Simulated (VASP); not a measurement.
# ZrB2 (P6/mmm) in VASP: notebook

ZrB2 is run at these levels: PBE; tasks: electric field gradients.

Everything below comes from runs of VASP 6.6.1. Logs are shortened: lines on timing, memory, paths and dates and some standing lists are left out, and cuts for length are marked.

**1. The cell of the first run**

It takes space group P6/mmm (No. 191, hexagonal). Conventional cell: a = 3.100 Å, b = 3.100 Å, c = 3.448 Å, α = 90.00°, β = 90.00°, γ = 120.00°. Within 3.3 Å of Zr (site symmetry 6/mmm) lie 12 B at 2.49 Å and 6 Zr at 3.10 Å. B (site symmetry -6m2) has 3 B at 1.79 Å within 2.4 Å.

**2. Electric field gradients, PBE (volume scaled by 0.94)**

INCAR reads:

```
SYSTEM = ZrB2
PREC = Accurate
ENCUT = 520
EDIFF = 1E-8
ISMEAR = -1
SIGMA = 0.05
LREAL = .FALSE.
LASPH = .TRUE.
NELM = 80
ALGO = Normal
ISIF = 2
LWAVE = .FALSE.
LCHARG = .FALSE.
GGA = PE
LEFG = .TRUE.
NBANDS = 16
```

KPOINTS reads:

```
Automatic mesh
0
G
  12 12 9
  0 0 0
```

POSCAR reads:

```
ZrB2
1.0
    3.1003898632      0.0000000000      0.0000000000
   -1.5501949316      2.6850163832      0.0000000000
    0.0000000000      0.0000000000      3.4481431027
Zr B
1 2
Direct
    0.0000000000      0.0000000000      0.0000000000
    0.3333333333      0.6666666667      0.5000000000
    0.6666666667      0.3333333333      0.5000000000
```

Potentials or basis: VASP PAW PBE potentials, release 64 (Zr_sv, B).

Started as:

```console
$ cat potpaw_PBE.64/Zr_sv/POTCAR potpaw_PBE.64/B/POTCAR > POTCAR
$ mpirun -np 1 vasp_std > vasp.out
```

OUTCAR:

```text
SYSTEM = ZrB2
   PREC = Accurate
   ENCUT = 520
   EDIFF = 1E-8
   ISMEAR = -1
   LREAL = .FALSE.
   LASPH = .TRUE.
   NELM = 80
   ISIF = 2
   GGA = PE

 ion  position               nearest neighbor table
   1  0.000  0.000  0.000-   2 2.49   3 2.49   2 2.49   3 2.49   3 2.49   3 2.49   2 2.49   2 2.49
                             3 2.49   3 2.49   2 2.49   2 2.49
   2  0.333  0.667  0.500-   3 1.79   3 1.79   3 1.79   1 2.49   1 2.49   1 2.49   1 2.49   1 2.49
                             1 2.49
   3  0.667  0.333  0.500-   2 1.79   2 1.79   2 1.79   1 2.49   1 2.49   1 2.49   1 2.49   1 2.49
                             1 2.49

  LATTYP: Found a hexagonal cell.
 ALAT       =     3.1003898632
 C/A-ratio  =     1.1121643583

  Lattice vectors:

 A1 = (   3.1003898632,   0.0000000000,   0.0000000000)
 A2 = (  -1.5501949316,   2.6850163832,   0.0000000000)
 A3 = (   0.0000000000,   0.0000000000,   3.4481431027)

Analysis of symmetry for initial positions (statically):
=====================================================================
 Subroutine PRICEL returns:
 Original cell was already a primitive cell.

 Routine SETGRP: Setting up the symmetry group for a
 hexagonal supercell.

 Subroutine GETGRP returns: Found 24 space group operations
 (whereof 24 operations were pure point group operations)
 out of a pool of 24 trial point group operations.

The static configuration has the point symmetry D_6h.

Analysis of symmetry for dynamics (positions and initial velocities):
=====================================================================
 Subroutine PRICEL returns:
 Original cell was already a primitive cell.

 Routine SETGRP: Setting up the symmetry group for a
 hexagonal supercell.

 Subroutine GETGRP returns: Found 24 space group operations
 (whereof 24 operations were pure point group operations)
 out of a pool of 24 trial point group operations.

The dynamic configuration has the point symmetry D_6h.

 Subroutine INISYM returns: Found 24 space group operations
 (whereof 24 operations are pure point group operations),
 and found     1 'primitive' translations

----------------------------------------------------------------------------------------

                                     Primitive cell

  volume of cell :      28.7044

  direct lattice vectors                    reciprocal lattice vectors
     3.100389863  0.000000000  0.000000000     0.322540082  0.186218603  0.000000000
    -1.550194932  2.685016383  0.000000000     0.000000000  0.372437206  0.000000000
     0.000000000  0.000000000  3.448143103     0.000000000  0.000000000  0.290011165

  length of vectors
     3.100389863  3.100389863  3.448143103     0.372437206  0.372437206  0.290011165

  position of ions in fractional coordinates (direct lattice)
     0.000000000  0.000000000  0.000000000
     0.333333333  0.666666667  0.500000000
     0.666666667  0.333333333  0.500000000

  ion indices of the primitive-cell ions
   primitive index   ion index
                 1           1
                 2           2
                 3           3

----------------------------------------------------------------------------------------

 KPOINTS: Automatic mesh

Automatic generation of k-mesh.
 Grid dimensions read from file:
 generate k-points for:   12   12    9

 Generating k-lattice:

  Cartesian coordinates                     Fractional coordinates (reciprocal lattice)
     0.026878340  0.015518217  0.000000000     0.083333333 -0.000000000  0.000000000
     0.000000000  0.031036434  0.000000000     0.000000000  0.083333333  0.000000000
     0.000000000  0.000000000  0.032223463     0.000000000  0.000000000  0.111111111

  Length of vectors
     0.031036434  0.031036434  0.032223463

  Shift w.r.t. Gamma in fractional coordinates (k-lattice)
     0.000000000  0.000000000  0.000000000

 Subroutine IBZKPT returns following result:
 ===========================================

 Found     95 irreducible k-points:

 Following reciprocal coordinates:
            Coordinates               Weight
  0.000000  0.000000  0.000000      1.000000
  0.083333  0.000000  0.000000      6.000000
  0.166667 -0.000000  0.000000      6.000000
  0.250000  0.000000  0.000000      6.000000
  0.333333  0.000000  0.000000      6.000000
  0.416667  0.000000  0.000000      6.000000
[... 16 lines left out ...]
  0.250000  0.000000  0.111111     12.000000
  0.333333  0.000000  0.111111     12.000000
 [... further k-points ...]
   k-points           NKPTS =     95   k-points in BZ     NKDIM =     95   number of bands    NBANDS=     16
   number of dos      NEDOS =    301   number of ions     NIONS =      3
   total plane-waves  NPLWV =  16128
   dimension x,y,z NGX =    24 NGY =   24 NGZ =   28
   dimension x,y,z NGXF=    48 NGYF=   48 NGZF=   56
   ions per type =               1   2
   NGX,Y,Z   is equivalent  to a cutoff of  12.87, 12.87, 13.50 a.u.
   NGXF,Y,Z  is equivalent  to a cutoff of  25.74, 25.74, 27.00 a.u.
 SYSTEM =  ZrB2
   PREC   = accura    normal or accurate (medium, high low for compatibility)
   ISTART =      0    job   : 0-new  1-cont  2-samecut
   ICHARG =      2    charge: 1-file 2-atom 10-const
   ISPIN  =      1    spin polarized calculation?
   LNONCOLLINEAR =      F non collinear calculations
   LSORBIT =      F    spin-orbit coupling
   LASPH  =      T    aspherical Exc in radial PAW
   ENCUT  =  520.0 eV  38.22 Ry    6.18 a.u.   5.76  5.76  6.41*2*pi/ulx,y,z
   NELM   =     80;   NELMIN=  2; NELMDL= -5     # of ELM steps
   EDIFF  = 0.1E-07   stopping-criterion for ELM
   LREAL  =      F    real-space projection
   EDIFFG = 0.1E-06   stopping-criterion for IOM
   NSW    =      0    number of steps for IOM
   IBRION =     -1    ionic relax: 0-MD 1-quasi-New 2-CG
   NFREE  =      0    steps in history (QN), initial steepest desc. (CG)
   ISIF   =      2    stress and relaxation
   ISYM   =      2    0-nonsym 1-usesym 2-fastsym
   POTIM  = 0.5000    time-step for ionic-motion
   TEBEG  =    0.0;   TEEND  =   0.0 temperature during run
   PSTRESS=    0.0 pullay stress
   NELECT =      18.0000    total number of electrons
   NUPDOWN=      -1.0000    fix difference up-down
   EMIN   =  10.00;   EMAX   =-10.00  energy-range for DOS
   EFERMI =   0.00;   METHOD = LEGACY
   ISMEAR =    -1;   SIGMA  =   0.05  broadening in eV -4-tet -1-fermi 0-gaus
   EFERMI_NEDOS =   21; number of points for ismear=-14 and -15
   IALGO  =     38    algorithm
   IMIX   =      4    mixing-type and parameters
     AMIX     =   0.40;   BMIX     =  1.00
     AMIX_MAG =   1.60;   BMIX_MAG =  1.00
  volume/ion in A,a.u.               =       9.57        64.57
  Fermi-wavevector in a.u.,A,eV,Ry     =   1.401252  2.647982 26.715126  1.963506
  Thomas-Fermi vector in A             =   2.524131
   LORBIT       =      0    0 simple, 1 ext, 2 COOP (PROOUT), +10 PAW based schemes
   GGA     = PE    functional components
   LHFCALC =     F    Hartree Fock is set to
   AEXX    =    0.0000 exact exchange contribution
   IVDW    =     0    specifies the selected vdW correction
   LEPSILON=     F    determine dielectric tensor
   LRPA    =     F    only Hartree local field effects (RPA)
 non-spin polarized calculation
  energy-cutoff  :      520.00
  volume of cell :       28.70
 maximum number of plane-waves:       784
 NGX is ok and might be reduce to    24
   NGX = 11   NGY = 11   NGZ = 13

 number of electron      18.0000000 magnetization

 Free energy of the ion-electron system (eV)
  ---------------------------------------------------
  ext. energy  EPLUGINS =         0.00000000
  ---------------------------------------------------
  free energy    TOTEN  =       -24.85400033 eV

  energy without entropy =      -24.85224219  energy(sigma->0) =      -24.85312126

 E-fermi :  11.3835     XC(G=0): -12.7695

 val. band max:       11.3738350593   @ k =   0.1667   0.1667   0.1111
 cond. band min:      11.4576702501   @ k =   0.1667   0.1667   0.2222
 fundamental gap:      0.0838351909
 Fermi energy:        11.3835415982

 k-point     1 :       0.0000    0.0000    0.0000
  band No.  band energies     occupation
      1     -37.1056      2.00000
      2     -15.3335      2.00000
      3     -14.6717      2.00000
      4     -14.6717      2.00000
      5      -1.7369      2.00000
      6       8.5192      2.00000
[... 8 lines left out ...]
     15      16.7141      0.00000
     16      16.7141      0.00000
[... 419 lines left out ...]
 k-point    24 :       0.3333    0.0000    0.1111
  band No.  band energies     occupation
      1     -36.9873      2.00000
      2     -15.5600      2.00000
      3     -15.2156      2.00000
      4     -14.8666      2.00000
      5       0.4249      2.00000
      6       4.6642      2.00000
[... 8 lines left out ...]
     15      19.6287      0.00000
     16      22.7288      0.00000

 [... further k-points ...]
[... 5 lines left out ...]
  --------------------------------------------------------------------------------------
  -------------------------------------------------------------------------------------
  Total        3.5426484      3.5426484      3.6235508      0.0000000      0.0000000      0.0000000
  in kB      197.7379827    197.7379827    202.2536660      0.0000000      0.0000000      0.0000000
  external PRESSURE =     199.2432104 kB  Pullay stress =       0.0000000 kB

 VOLUME and BASIS-vectors are now :
 -----------------------------------------------------------------------------
  energy-cutoff  :      520.00
  volume of cell :       28.70
      direct lattice vectors                 reciprocal lattice vectors
     3.100389863  0.000000000  0.000000000     0.322540082  0.186218603  0.000000000
    -1.550194932  2.685016383  0.000000000     0.000000000  0.372437206  0.000000000
     0.000000000  0.000000000  3.448143103     0.000000000  0.000000000  0.290011165

 POSITION                                       TOTAL-FORCE (eV/Angst)
 -----------------------------------------------------------------------------------
      0.00000      0.00000      0.00000        -0.000000      0.000000      0.000000
     -0.00000      1.79001      1.72407        -0.000000      0.000000      0.000000
      1.55019      0.89501      1.72407         0.000000     -0.000000      0.000000
 -----------------------------------------------------------------------------------
    total drift:                               -0.000000      0.000000     -0.000000

  FREE ENERGIE OF THE ION-ELECTRON SYSTEM (eV)
  ---------------------------------------------------
  free  energy   TOTEN  =       -24.8540003333 eV

  energy  without entropy=      -24.8522421908  energy(sigma->0) =      -24.85312126

 Electric field gradients (V/A^2)
---------------------------------------------------------------------
 ion       V_xx      V_yy      V_zz      V_xy      V_xz      V_yz
---------------------------------------------------------------------
   1     -20.923   -20.923    41.846    -0.000     0.000     0.000
   2      -0.798    -0.798     1.595    -0.000     0.000    -0.000
   3      -0.798    -0.798     1.595    -0.000     0.000     0.000
---------------------------------------------------------------------

 Electric field gradients after diagonalization (V/A^2)
 (convention: |V_zz| > |V_xx| > |V_yy|)
----------------------------------------------------------------------
 ion       V_xx      V_yy      V_zz     asymmetry (V_yy - V_xx)/ V_zz
----------------------------------------------------------------------
   1     -20.923   -20.923    41.846       0.000
   2      -0.798    -0.798     1.595       0.000
   3      -0.798    -0.798     1.595       0.000
----------------------------------------------------------------------

           NMR quadrupolar parameters

 Cq : quadrupolar parameter    Cq=e*Q*V_zz/h
 eta: asymmetry parameters     (V_yy - V_xx)/ V_zz
 Q  : nuclear electric quadrupole moment in mb (millibarn)
----------------------------------------------------------------------
 ion       Cq(MHz)       eta       Q (mb)
----------------------------------------------------------------------
   1       0.101       0.000       1.000
   2       0.004       0.000       1.000
   3       0.004       0.000       1.000
----------------------------------------------------------------------
```

Run time: 15 s. Hardware: 1 thread of Intel Xeon 6975P-C (Granite Rapids), shared host; peak memory 0.17 GiB.

What came out:

```yaml
Free_energy: -24.8540 eV
Pressure: 19.9 GPa
Band_gap_on_the_k_mesh: zero (band 9 reaches 12.11 eV, above the bottom of band 10 at 10.74 eV)
```

Electric field gradients, principal values (V/Å²):
```csv
atom,least,middle,greatest (by size)
1 Zr,-20.923,-20.923,41.846
2 B,-0.798,-0.798,1.595
3 B,-0.798,-0.798,1.595
```

Caveat: without QUAD_EFG the Cq values of the log hold for a quadrupole moment of 1 mb, not for the nuclei.

**3. Electric field gradients, PBE (volume scaled by 0.94)**

INCAR reads:

```
PREC = Accurate
ENCUT = 520
EDIFF = 1E-8
ISMEAR = -1
SIGMA = 0.05
LREAL = False
LASPH = True
NELM = 60
ALGO = Normal
ISIF = 2
LWAVE = False
LCHARG = False
GGA = PE
LEFG = True
NBANDS = 16
```

KPOINTS reads:

```
regular mesh
0
Gamma
  12 12 9
```

POSCAR is that of step 2.

Potentials or basis: VASP PAW PBE potentials, release 64 (Zr_sv, B).

Started as:

```console
$ cat potpaw_PBE.64/Zr_sv/POTCAR potpaw_PBE.64/B/POTCAR > POTCAR
$ mpirun -np 1 vasp_std > vasp.out
```

OUTCAR:

```text
PREC = Accurate
   ENCUT = 520
   EDIFF = 1E-8
   ISMEAR = -1
   LREAL = False
   LASPH = True
   NELM = 60
   ISIF = 2
   GGA = PE

 ion  position               nearest neighbor table
   1  0.000  0.000  0.000-   2 2.49   3 2.49   2 2.49   3 2.49   3 2.49   3 2.49   2 2.49   2 2.49
                             3 2.49   3 2.49   2 2.49   2 2.49
   2  0.333  0.667  0.500-   3 1.79   3 1.79   3 1.79   1 2.49   1 2.49   1 2.49   1 2.49   1 2.49
                             1 2.49
   3  0.667  0.333  0.500-   2 1.79   2 1.79   2 1.79   1 2.49   1 2.49   1 2.49   1 2.49   1 2.49
                             1 2.49

  LATTYP: Found a hexagonal cell.
 ALAT       =     3.1003898632
 C/A-ratio  =     1.1121643583
[... 683 lines left out ...]
 ion       V_xx      V_yy      V_zz      V_xy      V_xz      V_yz
---------------------------------------------------------------------
   1     -20.923   -20.923    41.846    -0.000     0.000     0.000
   2      -0.798    -0.798     1.595    -0.000     0.000    -0.000
   3      -0.798    -0.798     1.595    -0.000     0.000     0.000
---------------------------------------------------------------------

 Electric field gradients after diagonalization (V/A^2)
 (convention: |V_zz| > |V_xx| > |V_yy|)
----------------------------------------------------------------------
 ion       V_xx      V_yy      V_zz     asymmetry (V_yy - V_xx)/ V_zz
----------------------------------------------------------------------
   1     -20.923   -20.923    41.846       0.000
   2      -0.798    -0.798     1.595       0.000
   3      -0.798    -0.798     1.595       0.000
----------------------------------------------------------------------

           NMR quadrupolar parameters

 Cq : quadrupolar parameter    Cq=e*Q*V_zz/h
 eta: asymmetry parameters     (V_yy - V_xx)/ V_zz
 Q  : nuclear electric quadrupole moment in mb (millibarn)
----------------------------------------------------------------------
 ion       Cq(MHz)       eta       Q (mb)
----------------------------------------------------------------------
   1       0.101       0.000       1.000
   2       0.004       0.000       1.000
   3       0.004       0.000       1.000
----------------------------------------------------------------------
```

It took 15 s on 1 thread of Intel Xeon 6975P-C (Granite Rapids), shared host; peak memory 0.17 GiB.

Results:

```yaml
Free_energy: -24.8540 eV
Pressure: 19.9 GPa
Band_gap_on_the_k_mesh: zero (band 9 reaches 12.11 eV, above the bottom of band 10 at 10.74 eV)
```

Electric field gradients, principal values (V/Å²):
| atom | least | middle | greatest (by size) |
| --- | --- | --- | --- |
| 1 Zr | -20.923 | -20.923 | 41.846 |
| 2 B | -0.798 | -0.798 | 1.595 |
| 3 B | -0.798 | -0.798 | 1.595 |

Caveat: without QUAD_EFG the Cq values of the log hold for a quadrupole moment of 1 mb, not for the nuclei.

**4. Electric field gradients, PBE (volume scaled by 0.98)**

INCAR reads:

```
  PREC = Accurate
  ENCUT = 520
  EDIFF = 1E-8
  ISMEAR = -1
  SIGMA = 0.05
  LREAL = False
  LASPH = True
  NELM = 100
  ALGO = Normal
  ISIF = 2
  LWAVE = False
  LCHARG = False
  GGA = PE
  LEFG = True
  NBANDS = 16
```

KPOINTS is that of step 3.

POSCAR reads:

```
ZrB2
1.0
    3.1437575759      0.0000000000      0.0000000000
   -1.5718787880      2.7225739241      0.0000000000
    0.0000000000      0.0000000000      3.4963751271
Zr B
1 2
Direct
    0.0000000000      0.0000000000      0.0000000000
    0.3333333333      0.6666666667      0.5000000000
    0.6666666667      0.3333333333      0.5000000000
```

Potentials or basis: VASP PAW PBE potentials, release 64 (Zr_sv, B).

Started as:

```console
$ cat potpaw_PBE.64/Zr_sv/POTCAR potpaw_PBE.64/B/POTCAR > POTCAR
$ mpirun -np 1 vasp_std > vasp.out
```

OUTCAR:

```text
PREC = Accurate
   ENCUT = 520
   EDIFF = 1E-8
   ISMEAR = -1
   LREAL = False
   LASPH = True
   NELM = 100
   ISIF = 2
   GGA = PE

 ion  position               nearest neighbor table
   1  0.000  0.000  0.000-   2 2.52   3 2.52   2 2.52   3 2.52   3 2.52   3 2.52   2 2.52   2 2.52
                             3 2.52   3 2.52   2 2.52   2 2.52
   2  0.333  0.667  0.500-   3 1.82   3 1.82   3 1.82   1 2.52   1 2.52   1 2.52   1 2.52   1 2.52
                             1 2.52
   3  0.667  0.333  0.500-   2 1.82   2 1.82   2 1.82   1 2.52   1 2.52   1 2.52   1 2.52   1 2.52
                             1 2.52

  LATTYP: Found a hexagonal cell.
 ALAT       =     3.1437575759
 C/A-ratio  =     1.1121643583
[... 683 lines left out ...]
 ion       V_xx      V_yy      V_zz      V_xy      V_xz      V_yz
---------------------------------------------------------------------
   1     -20.694   -20.694    41.389    -0.000     0.000    -0.000
   2      -0.798    -0.798     1.596    -0.000     0.000    -0.000
   3      -0.798    -0.798     1.596    -0.000    -0.000    -0.000
---------------------------------------------------------------------

 Electric field gradients after diagonalization (V/A^2)
 (convention: |V_zz| > |V_xx| > |V_yy|)
----------------------------------------------------------------------
 ion       V_xx      V_yy      V_zz     asymmetry (V_yy - V_xx)/ V_zz
----------------------------------------------------------------------
   1     -20.695   -20.694    41.389       0.000
   2      -0.798    -0.798     1.596       0.000
   3      -0.798    -0.798     1.596       0.000
----------------------------------------------------------------------

           NMR quadrupolar parameters

 Cq : quadrupolar parameter    Cq=e*Q*V_zz/h
 eta: asymmetry parameters     (V_yy - V_xx)/ V_zz
 Q  : nuclear electric quadrupole moment in mb (millibarn)
----------------------------------------------------------------------
 ion       Cq(MHz)       eta       Q (mb)
----------------------------------------------------------------------
   1       0.100       0.000       1.000
   2       0.004       0.000       1.000
   3       0.004       0.000       1.000
----------------------------------------------------------------------
```

Run time: 16 s. Hardware: 1 thread of Intel Xeon 6975P-C (Granite Rapids), shared host; peak memory 0.17 GiB.

What came out:

```
Free energy            : -24.9591 eV
Pressure               : 7.8 GPa
Band gap on the k mesh : zero (band 9 reaches 11.60 eV, above the bottom of band 10 at 10.28 eV)
```

Levels at points of the mesh, in eV from the Fermi level:
```csv
k point,band 5,band 6,band 7,band 8,band 9,band 10,band 11,band 12,band 13,band 14
"(0.00, 0.00, 0.00)",-12.93,-2.78,-2.78,-2.72,-2.40,3.44,3.44,4.25,4.25,4.93
"(0.50, 0.00, 0.00)",-9.16,-8.61,-4.06,-3.17,-2.84,2.21,2.30,5.00,5.10,6.62
```

Electric field gradients, principal values (V/Å²):
| atom | least | middle | greatest (by size) |
| --- | --- | --- | --- |
| 1 Zr | -20.694 | -20.695 | 41.389 |
| 2 B | -0.798 | -0.798 | 1.596 |
| 3 B | -0.798 | -0.798 | 1.596 |

Caveat: without QUAD_EFG the Cq values of the log hold for a quadrupole moment of 1 mb, not for the nuclei.

[end of part 1 of 2]
